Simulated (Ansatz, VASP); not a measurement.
**TePb in VASP and in Ansatz**

File INCAR:

```
PREC     = Accurate       # precision mode
ENCUT    = 520            # plane-wave cutoff, eV
EDIFF    = 1E-6           # SCF threshold, eV
ISMEAR   = 0              # smearing method
SIGMA    = 0.02           # smearing width, eV
LREAL    = False          # projectors in reciprocal space
LASPH    = True           # aspherical terms in the spheres
NELM     = 100            # most SCF steps
ALGO     = Normal         # electronic algorithm
ISIF     = 2              # what is computed and relaxed
LWAVE    = False          # write WAVECAR
LCHARG   = False          # write CHGCAR
GGA      = PE             # functional
NBANDS   = 28             # bands
```

Contents of KPOINTS:

```
regular mesh
0
Gamma
  6 6 4
```

File POSCAR:

```
TePb
1.0
    3.2355328376      3.2355328376      0.0000000000
   -3.3094437598      3.3094437598      0.0000000000
    0.0000000000      0.0000000000      6.5827234654
Te Pb
2 2
Direct
    0.0000000000      0.0000000000      0.0000000000
    0.5000000000      0.5000000000      0.5000000000
    0.5000000000      0.5000000000      0.0000000000
    0.0000000000      0.0000000000      0.5000000000
```

Input for Ansatz:

```yaml
crystal:
  lattice:
    - [3.2355328376, 3.2355328376, 0.0]
    - [-3.3094437598, 3.3094437598, 0.0]
    - [0.0, 0.0, 6.5827234654]
  atoms:
    - { symbol: Te, position: [0.0, 0.0, 0.0] }
    - { symbol: Te, position: [0.5, 0.5, 0.5] }
    - { symbol: Pb, position: [0.5, 0.5, 0.0] }
    - { symbol: Pb, position: [0.0, 0.0, 0.5] }
basis:
  ecutwfc: 420
kpoints:
  mp_grid: { grid: [6, 6, 4] }
  band_path: { path: [VBM, CBM], npoints: 2 }
hamiltonian:
  xc: pbe
scf:
  occupations: { method: gaussian, width: 0.02 }
output:
  forces: true
  stress: true
  eigenvalues: true
checkpoint:
  read: start.run
  write: ck
  compress: false
  write_wavefunctions: false
  write_every: 100000
```

Alike in both runs: task single point; functional PBE; k mesh 6 × 6 × 4; occupations gaussian, width 0.02 eV; no spin polarisation.

|  | VASP | Ansatz |
| --- | --- | --- |
| version | VASP 6.6.1 | Ansatz 0.2.0 |
| potentials or method | VASP PAW PBE potentials, release 64 (Te, Pb_d), cutoff 520 eV | scalar-relativistic, plane waves, PAW |
| valence electrons in the cell | 40 | 60 |

Ansatz gave:

* gap on the k mesh at the Fermi level (eV): 0.71
* least direct gap on the mesh (eV): 0.81
* pressure (GPa): 0.2
* traceless stress, the component that is largest in VASP (GPa): 0.32

Estimate VASP's values.

gap on the k mesh at the Fermi level (eV): 0.72; least direct gap on the mesh (eV): 0.81; pressure (GPa): 0.2; traceless stress, the component that is largest in VASP (GPa): 0.32.

With one functional, cell and mesh, what is left measures potentials, basis and numerics. VASP's potentials hold 40 valence electrons a cell and Ansatz's 60, so a difference there can come from the potentials and not from the codes.

Spin-orbit coupling is off throughout.
